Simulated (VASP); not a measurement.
# Si in VASP: notebook

The runs below take Si through single point, with PBEsol.

Everything below comes from runs of VASP 6.6.1. Logs are shortened: lines on timing, memory, paths and dates and some standing lists are left out, and cuts for length are marked.

### 1 The cell of the first run

The cell holds a slab with vacuum, 6 atoms: a = 3.842 Å, b = 5.433 Å, c = 17.842 Å, α = 90.00°, β = 90.00°, γ = 90.00°.

### 2 Single point, PBEsol

Input file INCAR:

```
SYSTEM = Si
ALGO = Normal
DIPOL = 0.5 0.5 0.495
EDIFF = 1E-6
ENCUT = 400
GGA = PS
GGA_COMPAT = .FALSE.
IDIPOL = 3
ISIF = 2
ISMEAR = 0
LASPH = .TRUE.
LCHARG = .TRUE.
LDIPOL = .TRUE.
LELF = .TRUE.
LREAL = .FALSE.
LVACPOTAV = .TRUE.
LVHAR = .TRUE.
LWAVE = .FALSE.
NBANDS = 21
NELM = 120
NELMDL = -8
PREC = Accurate
SIGMA = 0.05
```

Input file KPOINTS:

```
k-points
0
G
  8 6 1
  0 0 0
```

Input file POSCAR:

```
Si
1.0
    3.8416079092      0.0000000000      0.0000000000
    0.0000000000      5.4328540065      0.0000000000
    0.0000000000      0.0000000000     17.8416079092
Si
6
Direct
    0.5000000000      0.0000000000      0.3923413201
    0.0000000000      0.2500000000      0.3923413201
    0.0000000000      0.5047391769      0.4964864214
    0.5000000000      0.7452608231      0.4964864214
    0.5000000000      0.0100686080      0.5976047959
    0.0000000000      0.2399313920      0.5976047959
```

Potentials or basis: VASP PAW PBE potentials, release 64 (Si).

On the command line:

```console
$ cat potpaw_PBE.64/Si/POTCAR > POTCAR
$ mpirun -np 1 vasp_std > vasp.out
```

OUTCAR:

```text
SYSTEM = Si
   EDIFF = 1E-6
   ENCUT = 400
   GGA = PS
   ISIF = 2
   ISMEAR = 0
   LASPH = .TRUE.
   LREAL = .FALSE.
   NELM = 120
   NELMDL = -8
   PREC = Accurate

 ion  position               nearest neighbor table
   1  0.500  0.000  0.392-   4 2.32   2 2.35   2 2.35
   2  0.000  0.250  0.392-   3 2.32   1 2.35   1 2.35
   3  0.000  0.505  0.496-   6 2.31   2 2.32   4 2.32   4 2.32
   4  0.500  0.745  0.496-   5 2.31   1 2.32   3 2.32   3 2.32
   5  0.500  0.010  0.598-   6 2.29   6 2.29   4 2.31
   6  0.000  0.240  0.598-   5 2.29   5 2.29   3 2.31

  LATTYP: Found a simple orthorhombic cell.
 ALAT       =     3.8416079092
 B/A-ratio  =     1.4142135624
 C/A-ratio  =     4.6443073658

  Lattice vectors:

 A1 = (   3.8416079092,   0.0000000000,   0.0000000000)
 A2 = (   0.0000000000,   5.4328540065,   0.0000000000)
 A3 = (   0.0000000000,   0.0000000000,  17.8416079092)

Analysis of symmetry for initial positions (statically):
=====================================================================
 Subroutine PRICEL returns:
 Original cell was already a primitive cell.

 Routine SETGRP: Setting up the symmetry group for a
 simple orthorhombic supercell.

 Subroutine GETGRP returns: Found  4 space group operations
 (whereof  2 operations were pure point group operations)
 out of a pool of  8 trial point group operations.

The static configuration has the point symmetry C_1h.
 The point group associated with its full space group is C_2v.

Analysis of symmetry for dynamics (positions and initial velocities):
=====================================================================
 Subroutine PRICEL returns:
 Original cell was already a primitive cell.

 Routine SETGRP: Setting up the symmetry group for a
 simple orthorhombic supercell.

 Subroutine GETGRP returns: Found  4 space group operations
 (whereof  2 operations were pure point group operations)
 out of a pool of  8 trial point group operations.

The dynamic configuration has the point symmetry C_1h.
 The point group associated with its full space group is C_2v.

 Subroutine INISYM returns: Found  4 space group operations
 (whereof  2 operations are pure point group operations),
 and found     1 'primitive' translations

----------------------------------------------------------------------------------------

                                     Primitive cell

  volume of cell :     372.3703

  direct lattice vectors                    reciprocal lattice vectors
     3.841607909  0.000000000  0.000000000     0.260307669  0.000000000  0.000000000
     0.000000000  5.432854007  0.000000000     0.000000000  0.184065318  0.000000000
     0.000000000  0.000000000 17.841607909     0.000000000  0.000000000  0.056048760

  length of vectors
     3.841607909  5.432854007 17.841607909     0.260307669  0.184065318  0.056048760

  position of ions in fractional coordinates (direct lattice)
     0.500000000  0.000000000  0.392341320
     0.000000000  0.250000000  0.392341320
     0.000000000  0.504739177  0.496486421
     0.500000000  0.745260823  0.496486421
     0.500000000  0.010068608  0.597604796
     0.000000000  0.239931392  0.597604796

  ion indices of the primitive-cell ions
   primitive index   ion index
                 1           1
                 2           2
                 3           3
                 4           4
                 5           5
                 6           6

----------------------------------------------------------------------------------------

 KPOINTS: k-points

Automatic generation of k-mesh.
 Grid dimensions read from file:
 generate k-points for:    8    6    1

 Generating k-lattice:

  Cartesian coordinates                     Fractional coordinates (reciprocal lattice)
     0.032538459  0.000000000  0.000000000     0.125000000  0.000000000  0.000000000
     0.000000000  0.030677553  0.000000000     0.000000000  0.166666667  0.000000000
     0.000000000  0.000000000  0.056048760     0.000000000  0.000000000  1.000000000

  Length of vectors
     0.032538459  0.030677553  0.056048760

  Shift w.r.t. Gamma in fractional coordinates (k-lattice)
     0.000000000  0.000000000  0.000000000

 Subroutine IBZKPT returns following result:
 ===========================================

 Found     20 irreducible k-points:

 Following reciprocal coordinates:
            Coordinates               Weight
  0.000000  0.000000  0.000000      1.000000
  0.125000  0.000000  0.000000      2.000000
  0.250000  0.000000  0.000000      2.000000
  0.375000  0.000000  0.000000      2.000000
  0.500000  0.000000  0.000000      1.000000
  0.000000  0.166667  0.000000      2.000000
[... 12 lines left out ...]
  0.375000  0.500000  0.000000      2.000000
  0.500000  0.500000  0.000000      1.000000
   k-points           NKPTS =     20   k-points in BZ     NKDIM =     20   number of bands    NBANDS=     21
   number of dos      NEDOS =    301   number of ions     NIONS =      6
   total plane-waves  NPLWV = 120960
   dimension x,y,z NGX =    28 NGY =   36 NGZ =  120
   dimension x,y,z NGXF=    56 NGYF=   72 NGZF=  240
   ions per type =               6
   NGX,Y,Z   is equivalent  to a cutoff of  12.12, 11.02, 11.18 a.u.
   NGXF,Y,Z  is equivalent  to a cutoff of  24.23, 22.03, 22.36 a.u.
 SYSTEM =  Si
   PREC   = accura    normal or accurate (medium, high low for compatibility)
   ISTART =      0    job   : 0-new  1-cont  2-samecut
   ICHARG =      2    charge: 1-file 2-atom 10-const
   ISPIN  =      1    spin polarized calculation?
   LNONCOLLINEAR =      F non collinear calculations
   LSORBIT =      F    spin-orbit coupling
   LASPH  =      T    aspherical Exc in radial PAW
   ENCUT  =  400.0 eV  29.40 Ry    5.42 a.u.   6.26  8.86 29.10*2*pi/ulx,y,z
   NELM   =    120;   NELMIN=  2; NELMDL= -8     # of ELM steps
   EDIFF  = 0.1E-05   stopping-criterion for ELM
   LREAL  =      F    real-space projection
   EDIFFG = 0.1E-04   stopping-criterion for IOM
   NSW    =      0    number of steps for IOM
   IBRION =     -1    ionic relax: 0-MD 1-quasi-New 2-CG
   NFREE  =      0    steps in history (QN), initial steepest desc. (CG)
   ISIF   =      2    stress and relaxation
   ISYM   =      2    0-nonsym 1-usesym 2-fastsym
   POTIM  = 0.5000    time-step for ionic-motion
   TEBEG  =    0.0;   TEEND  =   0.0 temperature during run
   PSTRESS=    0.0 pullay stress
   NELECT =      24.0000    total number of electrons
   NUPDOWN=      -1.0000    fix difference up-down
   EMIN   =  10.00;   EMAX   =-10.00  energy-range for DOS
   EFERMI =   0.00;   METHOD = LEGACY
   ISMEAR =     0;   SIGMA  =   0.05  broadening in eV -4-tet -1-fermi 0-gaus
   EFERMI_NEDOS =   21; number of points for ismear=-14 and -15
   IALGO  =     38    algorithm
   IMIX   =      4    mixing-type and parameters
     AMIX     =   0.40;   BMIX     =  1.00
     AMIX_MAG =   1.60;   BMIX_MAG =  1.00
  volume/ion in A,a.u.               =      62.06       418.81
  Fermi-wavevector in a.u.,A,eV,Ry     =   0.656377  1.240373  5.861814  0.430831
  Thomas-Fermi vector in A             =   1.727550
   LORBIT       =      0    0 simple, 1 ext, 2 COOP (PROOUT), +10 PAW based schemes
   GGA     = PS    functional components
   LHFCALC =     F    Hartree Fock is set to
   AEXX    =    0.0000 exact exchange contribution
   IVDW    =     0    specifies the selected vdW correction
   LEPSILON=     F    determine dielectric tensor
   LRPA    =     F    only Hartree local field effects (RPA)
 non-spin polarized calculation
 Gauss-broadening in eV      SIGMA  =   0.05
  energy-cutoff  :      400.00
  volume of cell :      372.37
 maximum number of plane-waves:      6790
 NGX is ok and might be reduce to    28

 dipolmoment           0.000000      0.000000      0.003577 electrons x Angstroem

 number of electron      23.9999999 magnetization

 dipolmoment           0.000000      0.000000     -0.003771 electrons x Angstroem

 Free energy of the ion-electron system (eV)
  ---------------------------------------------------
  ext. energy  EPLUGINS =         0.00000000
  ---------------------------------------------------
  free energy    TOTEN  =       -30.07685554 eV

  energy without entropy =      -30.06929392  energy(sigma->0) =      -30.07307473

 E-fermi :  -1.4316     XC(G=0):  -3.9582

 val. band max:       -1.4401790472   @ k =   0.1250   0.0000   0.0000
 cond. band min:      -1.4161654693   @ k =   0.2500   0.3333   0.0000
 fundamental gap:      0.0240135779
 Fermi energy:        -1.4316113674

 k-point     1 :       0.0000    0.0000    0.0000
  band No.  band energies     occupation
      1     -12.8439      2.00000
      2     -10.9803      2.00000
      3      -9.5169      2.00000
      4      -8.5149      2.00000
      5      -5.9260      2.00000
      6      -4.7290      2.00000
[... 13 lines left out ...]
     20       3.0326      0.00000
     21       3.0964      0.00000

 k-point     2 :       0.1250    0.0000    0.0000
  band No.  band energies     occupation
      1     -12.7060      2.00000
      2     -10.8380      2.00000
      3      -9.3698      2.00000
      4      -8.5912      2.00000
      5      -6.0358      2.00000
      6      -4.6265      2.00000
[... 13 lines left out ...]
     20       2.6707      0.00000
     21       3.3287      0.00000

 k-point     3 :       0.2500    0.0000    0.0000
  band No.  band energies     occupation
      1     -12.2974      2.00000
      2     -10.4143      2.00000
      3      -8.9737      2.00000
      4      -8.9302      2.00000
      5      -6.6117      2.00000
      6      -5.3501      2.00000
[... 13 lines left out ...]
     20       3.0397      0.00000
     21       3.7573      0.00000
[... 361 lines left out ...]
 k-point    19 :       0.3750    0.5000    0.0000
  band No.  band energies     occupation
      1     -10.8211      2.00000
      2     -10.7858      2.00000
      3      -9.5492      2.00000
      4      -7.7610      2.00000
      5      -7.7534      2.00000
      6      -7.5603      2.00000
[... 13 lines left out ...]
     20       3.3480      0.00000
     21       3.6586      0.00000

 k-point    20 :       0.5000    0.5000    0.0000
  band No.  band energies     occupation
      1     -10.4690      2.00000
      2     -10.4690      2.00000
      3      -8.6763      2.00000
      4      -8.6763      2.00000
      5      -8.2073      2.00000
      6      -8.2073      2.00000
[... 13 lines left out ...]
     20       2.8066      0.00000
     21       3.9126      0.00000

------------------------ aborting loop because EDIFF is reached ----------------------------------------

  FORCE on cell =-STRESS in cart. coord.  units (eV):
  Direction    XX          YY          ZZ          XY          YZ          ZX
  --------------------------------------------------------------------------------------
  -------------------------------------------------------------------------------------
  Total        0.2788823      1.4124841      0.0216531      0.0000000      0.0000000      0.0000000
  in kB        1.1999317      6.0774177      0.0931655      0.0000000      0.0000000      0.0000000
  external PRESSURE =       2.4568383 kB  Pullay stress =       0.0000000 kB

 VOLUME and BASIS-vectors are now :
 -----------------------------------------------------------------------------
  energy-cutoff  :      400.00
  volume of cell :      372.37
      direct lattice vectors                 reciprocal lattice vectors
     3.841607909  0.000000000  0.000000000     0.260307669  0.000000000  0.000000000
     0.000000000  5.432854007  0.000000000     0.000000000  0.184065318  0.000000000
     0.000000000  0.000000000 17.841607909     0.000000000  0.000000000  0.056048760

 POSITION                                       TOTAL-FORCE (eV/Angst)
 -----------------------------------------------------------------------------------
      1.92080      0.00000      7.00000         0.000000      0.631800     -0.010721
      0.00000      1.35821      7.00000         0.000000     -0.631800     -0.010721
      0.00000      2.74217      8.85812         0.000000      0.010294      0.011863
      1.92080      4.04889      8.85812         0.000000     -0.010294      0.011863
      1.92080      0.05470     10.66223         0.000000     -0.018885     -0.001142
      0.00000      1.30351     10.66223         0.000000      0.018885     -0.001142
 -----------------------------------------------------------------------------------
    total drift:                               -0.000000      0.000000      0.000181

  FREE ENERGIE OF THE ION-ELECTRON SYSTEM (eV)
  ---------------------------------------------------
  free  energy   TOTEN  =       -30.0768555369 eV

  energy  without entropy=      -30.0692939235  energy(sigma->0) =      -30.07307473

 vacuum level on the upper side and lower side of the slab         3.368         3.401
```

Wall time 5.1 min (1 thread of Intel Xeon 8259CL, shared host); peak memory 0.36 GiB.

What came out:

* Free energy: -30.0769 eV
* Largest force: 0.632 eV/Å
* Band gap on the k mesh: zero (bands 12 and 13 overlap by 0.18 eV)

Forces on the atoms (eV/Å):
```
Si   0.000  0.632 -0.011
Si   0.000 -0.632 -0.011
Si   0.000  0.010  0.012
Si   0.000 -0.010  0.012
Si   0.000 -0.019 -0.001
Si   0.000  0.019 -0.001
```

Caveat: the PAW data sets were made with another functional, which shifts forces and pressure a little.

### 3 Single point, PBEsol

This run uses another cell than the first one: it holds 12 atoms, not 6.

Input file INCAR:

```
  PREC = Accurate
  ENCUT = 400
  EDIFF = 1E-6
  ISMEAR = 0
  SIGMA = 0.05
  LREAL = F
  LASPH = T
  NELM = 120
  ALGO = Normal
  ISIF = 2
  LWAVE = F
  LCHARG = T
  LDIPOL = T
  IDIPOL = 3
  DIPOL = 0.5 0.5 0.283
  GGA = PS
  LELF = T
  LVHAR = T
  LVACPOTAV = T
  NBANDS = 36
  GGA_COMPAT = F
  NELMDL = -8
```

Input file KPOINTS:

```
Automatic mesh
0
Gamma
  4 5 1
```

Input file POSCAR:

```
Si
1.0
    7.6832158184      0.0000000000      0.0000000000
    0.0000000000      5.4328540065      0.0000000000
    0.0000000000      0.0000000000     20.6622304524
Si
12
Direct
    0.2500000000      0.0000000000      0.1935899422
    0.7500000000      0.0000000000      0.1935899422
    0.0000000000      0.2500000000      0.1935899422
    0.5000000000      0.2500000000      0.1935899422
    0.0000000000      0.5047391769      0.2835180875
    0.5000000000      0.5047391769      0.2835180875
    0.2500000000      0.7452608231      0.2835180875
    0.7500000000      0.7452608231      0.2835180875
    0.2500000000      0.0100686080      0.3708326877
    0.7500000000      0.0100686080      0.3708326877
    0.0000000000      0.2399313920      0.3708326877
    0.5000000000      0.2399313920      0.3708326877
```

Potentials or basis: VASP PAW PBE potentials, release 64 (Si).

On the command line:

```console
$ cat potpaw_PBE.64/Si/POTCAR > POTCAR
$ mpirun -np 1 vasp_std > vasp.out
```

Run time: 12 min. Hardware: 1 thread of Intel Xeon 8259CL, shared host; peak memory 0.58 GiB.

Results (log left out):

* Free energy: -60.1525 eV
* Largest force: 0.625 eV/Å
* Band gap on the k mesh: zero (bands 24 and 25 overlap by 0.25 eV)

Forces on the atoms (eV/Å):
```
Si   0.000  0.624 -0.035
Si   0.000  0.624 -0.035
Si   0.000 -0.624 -0.035
Si   0.000 -0.624 -0.035
Si   0.000 -0.040 -0.001
Si   0.000 -0.040 -0.001
Si   0.000  0.040 -0.001
Si   0.000  0.040 -0.001
Si   0.000 -0.021  0.036
Si   0.000 -0.021  0.036
Si   0.000  0.021  0.036
Si   0.000  0.021  0.036
```

Levels at points of the mesh, in eV from the Fermi level:
```csv
k point,band 20,band 21,band 22,band 23,band 24,band 25,band 26,band 27,band 28,band 29
"(0.00, 0.00, 0.00)",-0.90,-0.90,-0.72,-0.37,-0.30,0.27,0.53,0.53,1.07,1.97
"(0.50, 0.00, 0.00)",-2.47,-0.77,-0.77,-0.24,-0.24,-0.08,-0.08,1.63,1.63,2.65
```

Caveat: the PAW data sets were made with another functional, which shifts forces and pressure a little.

The gap in the log of VASP goes by the Fermi energy; the results here count the filled bands.